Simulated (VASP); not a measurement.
# InSe (P-6m2) in VASP: settings compared

The runs below take InSe through single point, with LDA, PBE, PBEsol.

Program: VASP 6.6.1. These are calculated values, not measurements. Logs are shortened: lines on timing, memory, paths and dates and some standing lists are left out, and cuts for length are marked.

## 1. The cell of the first run

It takes space group P-6m2 (No. 187, hexagonal). Conventional cell: a = 3.973 Å, b = 3.973 Å, c = 16.271 Å, α = 90.00°, β = 90.00°, γ = 120.00°. Within 3.5 Å of In (site symmetry 3m) lie 3 Se at 2.62 Å and 1 In at 2.74 Å. Within 3.5 Å of In (site symmetry 3m) lie 3 Se at 2.62 Å and 1 In at 2.74 Å. Se (site symmetry 3m) has 3 In at 2.62 Å within 3.5 Å. Se (site symmetry 3m) has 3 In at 2.62 Å within 3.5 Å.

## 2. Single point, LDA

Input file INCAR:

```
SYSTEM = InSe
PREC = Accurate ; ENCUT = 520
EDIFF = 1E-7 ; ISMEAR = -1
SIGMA = 0.05 ; LREAL = .FALSE.
LASPH = .TRUE. ; NELM = 80
ALGO = Normal ; ISIF = 2
LWAVE = .FALSE. ; LCHARG = .TRUE.
GGA = CA ; LELF = .TRUE.
LVHAR = .TRUE. ; NBANDS = 48
```

Input file KPOINTS:

```
regular mesh
0
G
  8 8 2
  0 0 0
```

Input file POSCAR:

```
InSe
1.0
    3.9733264280      0.0000000000      0.0000000000
   -1.9866632140      3.4410016242      0.0000000000
    0.0000000000      0.0000000000     16.2706566636
In Se
4 4
Direct
    0.3333333333      0.6666666667      0.0842668307
    0.3333333333      0.6666666667      0.9157331693
    0.0000000000      0.0000000000      0.4157371660
    0.0000000000      0.0000000000      0.5842628340
    0.3333333333      0.6666666667      0.3378941802
    0.3333333333      0.6666666667      0.6621058198
    0.6666666667      0.3333333333      0.1621763923
    0.6666666667      0.3333333333      0.8378236077
```

Potentials or basis: VASP PAW LDA potentials, release 64 (In_d, Se).

The run is started by

```
cat potpaw_LDA.64/In_d/POTCAR potpaw_LDA.64/Se/POTCAR > POTCAR
mpirun -np 1 vasp_std > vasp.out
```

OUTCAR:

```text
SYSTEM = InSe
   PREC = Accurate
   ENCUT = 520
   EDIFF = 1E-7
   ISMEAR = -1
   LREAL = .FALSE.
   LASPH = .TRUE.
   NELM = 80
   ISIF = 2
   GGA = CA

 ion  position               nearest neighbor table
   1  0.333  0.667  0.084-   7 2.62   7 2.62   7 2.62   2 2.74
   2  0.333  0.667  0.916-   8 2.62   8 2.62   8 2.62   1 2.74
   3  0.000  0.000  0.416-   5 2.62   5 2.62   5 2.62   4 2.74
   4  0.000  0.000  0.584-   6 2.62   6 2.62   6 2.62   3 2.74
   5  0.333  0.667  0.338-   3 2.62   3 2.62   3 2.62
   6  0.333  0.667  0.662-   4 2.62   4 2.62   4 2.62
   7  0.667  0.333  0.162-   1 2.62   1 2.62   1 2.62
   8  0.667  0.333  0.838-   2 2.62   2 2.62   2 2.62

  LATTYP: Found a hexagonal cell.
 ALAT       =     3.9733264280
 C/A-ratio  =     4.0949710421

  Lattice vectors:

 A1 = (   3.9733264280,   0.0000000000,   0.0000000000)
 A2 = (  -1.9866632140,   3.4410016242,   0.0000000000)
 A3 = (   0.0000000000,   0.0000000000,  16.2706566636)

Analysis of symmetry for initial positions (statically):
=====================================================================
 Subroutine PRICEL returns:
 Original cell was already a primitive cell.

 Routine SETGRP: Setting up the symmetry group for a
 hexagonal supercell.

 Subroutine GETGRP returns: Found 12 space group operations
 (whereof 12 operations were pure point group operations)
 out of a pool of 24 trial point group operations.

The static configuration has the point symmetry D_3h.

Analysis of symmetry for dynamics (positions and initial velocities):
=====================================================================
 Subroutine PRICEL returns:
 Original cell was already a primitive cell.

 Routine SETGRP: Setting up the symmetry group for a
 hexagonal supercell.

 Subroutine GETGRP returns: Found 12 space group operations
 (whereof 12 operations were pure point group operations)
 out of a pool of 24 trial point group operations.

The dynamic configuration has the point symmetry D_3h.

 Subroutine INISYM returns: Found 12 space group operations
 (whereof 12 operations are pure point group operations),
 and found     1 'primitive' translations

----------------------------------------------------------------------------------------

                                     Primitive cell

  volume of cell :     222.4560

  direct lattice vectors                    reciprocal lattice vectors
     3.973326428  0.000000000  0.000000000     0.251678290  0.145306528  0.000000000
    -1.986663214  3.441001624  0.000000000     0.000000000  0.290613057  0.000000000
     0.000000000  0.000000000 16.270656664     0.000000000  0.000000000  0.061460334

  length of vectors
     3.973326428  3.973326428 16.270656664     0.290613057  0.290613057  0.061460334

  position of ions in fractional coordinates (direct lattice)
     0.333333333  0.666666667  0.084266831
     0.333333333  0.666666667  0.915733169
     0.000000000  0.000000000  0.415737166
     0.000000000  0.000000000  0.584262834
     0.333333333  0.666666667  0.337894180
     0.333333333  0.666666667  0.662105820
     0.666666667  0.333333333  0.162176392
     0.666666667  0.333333333  0.837823608

  ion indices of the primitive-cell ions
   primitive index   ion index
                 1           1
                 2           2
                 3           3
                 4           4
                 5           5
                 6           6
                 7           7
                 8           8

----------------------------------------------------------------------------------------

 KPOINTS: regular mesh

Automatic generation of k-mesh.
 Grid dimensions read from file:
 generate k-points for:    8    8    2

 Generating k-lattice:

  Cartesian coordinates                     Fractional coordinates (reciprocal lattice)
     0.031459786  0.018163316  0.000000000     0.125000000  0.000000000  0.000000000
     0.000000000  0.036326632  0.000000000     0.000000000  0.125000000  0.000000000
     0.000000000  0.000000000  0.030730167     0.000000000  0.000000000  0.500000000

  Length of vectors
     0.036326632  0.036326632  0.030730167

  Shift w.r.t. Gamma in fractional coordinates (k-lattice)
     0.000000000  0.000000000  0.000000000

 Subroutine IBZKPT returns following result:
 ===========================================

 Found     20 irreducible k-points:

 Following reciprocal coordinates:
            Coordinates               Weight
  0.000000  0.000000  0.000000      1.000000
  0.125000  0.000000  0.000000      6.000000
  0.250000  0.000000  0.000000      6.000000
  0.375000  0.000000  0.000000      6.000000
  0.500000  0.000000  0.000000      3.000000
  0.125000  0.125000  0.000000      6.000000
[... 12 lines left out ...]
  0.250000  0.250000  0.500000      6.000000
  0.375000  0.250000  0.500000      6.000000
   k-points           NKPTS =     20   k-points in BZ     NKDIM =     20   number of bands    NBANDS=     48
   number of dos      NEDOS =    301   number of ions     NIONS =      8
   total plane-waves  NPLWV = 113400
   dimension x,y,z NGX =    30 NGY =   30 NGZ =  126
   dimension x,y,z NGXF=    60 NGYF=   60 NGZF=  252
   ions per type =               4   4
   NGX,Y,Z   is equivalent  to a cutoff of  12.55, 12.55, 12.87 a.u.
   NGXF,Y,Z  is equivalent  to a cutoff of  25.10, 25.10, 25.75 a.u.
 SYSTEM =  InSe
   PREC   = accura    normal or accurate (medium, high low for compatibility)
   ISTART =      0    job   : 0-new  1-cont  2-samecut
   ICHARG =      2    charge: 1-file 2-atom 10-const
   ISPIN  =      1    spin polarized calculation?
   LNONCOLLINEAR =      F non collinear calculations
   LSORBIT =      F    spin-orbit coupling
   LASPH  =      T    aspherical Exc in radial PAW
   ENCUT  =  520.0 eV  38.22 Ry    6.18 a.u.   7.39  7.39 30.25*2*pi/ulx,y,z
   NELM   =     80;   NELMIN=  2; NELMDL= -5     # of ELM steps
   EDIFF  = 0.1E-06   stopping-criterion for ELM
   LREAL  =      F    real-space projection
   EDIFFG = 0.1E-05   stopping-criterion for IOM
   NSW    =      0    number of steps for IOM
   IBRION =     -1    ionic relax: 0-MD 1-quasi-New 2-CG
   NFREE  =      0    steps in history (QN), initial steepest desc. (CG)
   ISIF   =      2    stress and relaxation
   ISYM   =      2    0-nonsym 1-usesym 2-fastsym
   POTIM  = 0.5000    time-step for ionic-motion
   TEBEG  =    0.0;   TEEND  =   0.0 temperature during run
   PSTRESS=    0.0 pullay stress
   NELECT =      76.0000    total number of electrons
   NUPDOWN=      -1.0000    fix difference up-down
   EMIN   =  10.00;   EMAX   =-10.00  energy-range for DOS
   EFERMI =   0.00;   METHOD = LEGACY
   ISMEAR =    -1;   SIGMA  =   0.05  broadening in eV -4-tet -1-fermi 0-gaus
   EFERMI_NEDOS =   21; number of points for ismear=-14 and -15
   IALGO  =     38    algorithm
   IMIX   =      4    mixing-type and parameters
     AMIX     =   0.40;   BMIX     =  1.00
     AMIX_MAG =   1.60;   BMIX_MAG =  1.00
  volume/ion in A,a.u.               =      27.81       187.65
  Fermi-wavevector in a.u.,A,eV,Ry     =   1.144453  2.162703 17.820539  1.309773
  Thomas-Fermi vector in A             =   2.281145
   LORBIT       =      0    0 simple, 1 ext, 2 COOP (PROOUT), +10 PAW based schemes
   GGA     = CA    functional components
   LHFCALC =     F    Hartree Fock is set to
   AEXX    =    0.0000 exact exchange contribution
   IVDW    =     0    specifies the selected vdW correction
   LEPSILON=     F    determine dielectric tensor
   LRPA    =     F    only Hartree local field effects (RPA)
 non-spin polarized calculation
  energy-cutoff  :      520.00
  volume of cell :      222.46
 maximum number of plane-waves:      6060
 NGX is ok and might be reduce to    30
   NGX = 15   NGY = 15   NGZ = 61

 number of electron      75.9999979 magnetization

 Free energy of the ion-electron system (eV)
  ---------------------------------------------------
  ext. energy  EPLUGINS =         0.00000000
  ---------------------------------------------------
  free energy    TOTEN  =       -33.33925405 eV

  energy without entropy =      -33.33842205  energy(sigma->0) =      -33.33883805

 E-fermi :   4.6537     XC(G=0):  -9.4976

 val. band max:        4.5462021852   @ k =   0.0000   0.0000   0.0000
 cond. band min:       4.7381050159   @ k =   0.0000   0.0000   0.0000
 fundamental gap:      0.1919028307
 Fermi energy:         4.6536896020

 k-point     1 :       0.0000    0.0000    0.0000
  band No.  band energies     occupation
      1     -10.4284      2.00000
      2     -10.4108      2.00000
      3     -10.2079      2.00000
      4     -10.2079      2.00000
      5     -10.1897      2.00000
      6     -10.1897      2.00000
[... 40 lines left out ...]
     47       9.5549      0.00000
     48       9.8460      0.00000

 k-point     2 :       0.1250    0.0000    0.0000
  band No.  band energies     occupation
      1     -10.4298      2.00000
      2     -10.4124      2.00000
      3     -10.2768      2.00000
      4     -10.2538      2.00000
      5     -10.2058      2.00000
      6     -10.1982      2.00000
[... 40 lines left out ...]
     47       9.0725      0.00000
     48       9.4843      0.00000

 k-point     3 :       0.2500    0.0000    0.0000
  band No.  band energies     occupation
      1     -10.4702      2.00000
      2     -10.4487      2.00000
      3     -10.3533      2.00000
      4     -10.3373      2.00000
      5     -10.3322      2.00000
      6     -10.3050      2.00000
[... 40 lines left out ...]
     47       8.8718      0.00000
     48       9.1156      0.00000

 k-point     4 :       0.3750    0.0000    0.0000
  band No.  band energies     occupation
      1     -10.5463      2.00000
      2     -10.5230      2.00000
      3     -10.4304      2.00000
      4     -10.4038      2.00000
      5     -10.3602      2.00000
      6     -10.3417      2.00000
[... 754 lines left out ...]
     47       8.7380      0.00000
     48       8.8765      0.00000

 k-point    19 :       0.2500    0.2500    0.5000
  band No.  band energies     occupation
      1     -10.5567      2.00000
      2     -10.5405      2.00000
      3     -10.4470      2.00000
      4     -10.4315      2.00000
      5     -10.3587      2.00000
      6     -10.3408      2.00000
[... 40 lines left out ...]
     47       9.4368      0.00000
     48       9.5760      0.00000

 k-point    20 :       0.3750    0.2500    0.5000
  band No.  band energies     occupation
      1     -10.5723      2.00000
      2     -10.5559      2.00000
      3     -10.4663      2.00000
      4     -10.4504      2.00000
      5     -10.3567      2.00000
      6     -10.3388      2.00000
[... 40 lines left out ...]
     47       9.6658      0.00000
     48       9.7729      0.00000

------------------------ aborting loop because EDIFF is reached ----------------------------------------

  FORCE on cell =-STRESS in cart. coord.  units (eV):
  Direction    XX          YY          ZZ          XY          YZ          ZX
  --------------------------------------------------------------------------------------
  -------------------------------------------------------------------------------------
  Total        0.1706422      0.1706422      0.1924764      0.0000000      0.0000000      0.0000000
  in kB        1.2290024      1.2290024      1.3862572      0.0000000      0.0000000      0.0000000
  external PRESSURE =       1.2814207 kB  Pullay stress =       0.0000000 kB

 VOLUME and BASIS-vectors are now :
 -----------------------------------------------------------------------------
  energy-cutoff  :      520.00
  volume of cell :      222.46
      direct lattice vectors                 reciprocal lattice vectors
     3.973326428  0.000000000  0.000000000     0.251678290  0.145306528  0.000000000
    -1.986663214  3.441001624  0.000000000     0.000000000  0.290613057  0.000000000
     0.000000000  0.000000000 16.270656664     0.000000000  0.000000000  0.061460334

 POSITION                                       TOTAL-FORCE (eV/Angst)
 -----------------------------------------------------------------------------------
     -0.00000      2.29400      1.37108         0.000000     -0.000000     -0.013252
     -0.00000      2.29400     14.89958         0.000000      0.000000      0.013252
      0.00000      0.00000      6.76432         0.000000      0.000000      0.013062
      0.00000      0.00000      9.50634         0.000000     -0.000000     -0.013062
     -0.00000      2.29400      5.49776        -0.000000      0.000000     -0.028277
     -0.00000      2.29400     10.77290         0.000000     -0.000000      0.028277
      1.98666      1.14700      2.63872        -0.000000      0.000000      0.028262
      1.98666      1.14700     13.63194        -0.000000     -0.000000     -0.028262
 -----------------------------------------------------------------------------------
    total drift:                               -0.000000      0.000000     -0.000000

  FREE ENERGIE OF THE ION-ELECTRON SYSTEM (eV)
  ---------------------------------------------------
  free  energy   TOTEN  =       -33.3392540466 eV

  energy  without entropy=      -33.3384220515  energy(sigma->0) =      -33.33883805
```

It took 1.9 min on 1 thread of Intel Xeon 6975P-C (Granite Rapids), shared host; peak memory 0.35 GiB.

What came out:

```
Free energy            : -33.3393 eV
Pressure               : 0.1 GPa
Largest force          : 0.028 eV/Å
Band gap on the k mesh : 0.19 eV
```

Forces on the atoms (eV/Å):
```
In   0.000  0.000 -0.013
In   0.000  0.000  0.013
In   0.000  0.000  0.013
In   0.000  0.000 -0.013
Se   0.000  0.000 -0.028
Se   0.000  0.000  0.028
Se   0.000  0.000  0.028
Se   0.000  0.000 -0.028
```

Caveat: spin-orbit coupling is left out, which moves the levels of the heavy elements.

(Part 1 of 2 ends here.)
